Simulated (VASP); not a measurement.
The system is KF.

```
K F
1.0
     0.00000    2.93540    2.93540
     2.93540    0.00000    2.93540
     2.93540    2.93540    0.00000
K F
1 1
Direct
  0.00000 0.00000 0.00000
  0.25000 0.25000 0.25000
```

Base run:

| Item | Value |
| --- | --- |
| Program | VASP 6.6.1 |
| Functional | r2SCAN |
| Potentials or basis | VASP PAW PBE potentials, release 64 (K_sv, F) |
| Cutoff | 660 eV |
| k mesh | 6 × 6 × 6 |
| Occupations | gaussian, width 0.01 eV |
| Spin | no spin polarisation |

Its results: band gap on the k mesh 5.75 eV (least direct gap 5.95 eV); pressure 0.0 GPa.

**Question.** The run is repeated on the same cell with these changes: functional from r2SCAN to HSE06; cutoff from 660 eV to 520 eV. What comes out?

**Answer.** Band gap on the k mesh 7.03 eV (least direct gap 7.24 eV); pressure 0.5 GPa.

Caveats: the structure was generated, so it needn't be the stable form of KF; the PAW data sets were made with another functional, which shifts forces and pressure a little.

A k mesh can miss the band edges.
